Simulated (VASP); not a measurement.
The system is Co.

```xyz
2
Lattice="2.5074 0.0000 0.0000 -1.2537 2.1715 0.0000 0.0000 0.0000 4.0699" Properties=species:S:1:pos:R:3 pbc="T T T"
Co    0.0000    1.4476    1.0175
Co    1.2537    0.7238    3.0524
```

| Quantity | Value |
| --- | --- |
| Program | VASP 6.6.1 |
| Task | relaxation of cell and atoms |
| Functional | PBE |
| Dispersion | D4 |
| Potentials or basis | VASP PAW PBE potentials, release 64 (Co) |
| Cutoff | 600 eV |
| k mesh | 12 × 12 × 7 |
| Occupations | fermi-dirac, width 0.1 eV |
| Spin | collinear spin, ferromagnetic start |
| Starting moments | [2.5, 2.5] μB |

At the start: pressure -10.1 GPa; volume 11.08 Å³/atom.

**Question.** Where does the relaxation end?

**Answer.** Over 8 steps the energy falls by 18.3 meV/atom and the volume is 10.53 Å³/atom (-4.9 %); space group P6_3/mmc (No. 194, to 0.1 Å) before and after; moment 3.16 μB per cell.

The path:
```
step  energy change (eV)  largest force (eV/Å)  pressure (GPa)  volume (Å³)
   1              0.0000                0.0000          -10.10        22.16
   2              0.0053                0.0000           13.24        19.99
   3             -0.0364                0.0000           -0.06        21.07
   4             -0.0364                0.0000            0.16        21.05
   5             -0.0365                0.0000            0.15        21.05
   6             -0.0365                0.0000            0.16        21.05
   7             -0.0365                0.0000           -0.15        21.08
   8             -0.0365                0.0000           -0.01        21.06
```

Final structure:
```xyz
2
Lattice="2.4695 0.0000 0.0000 -1.2348 2.1387 0.0000 0.0000 0.0000 3.9883" Properties=species:S:1:pos:R:3 pbc="T T T"
Co    0.0000    1.4258    0.9971
Co    1.2348    0.7129    2.9912
```
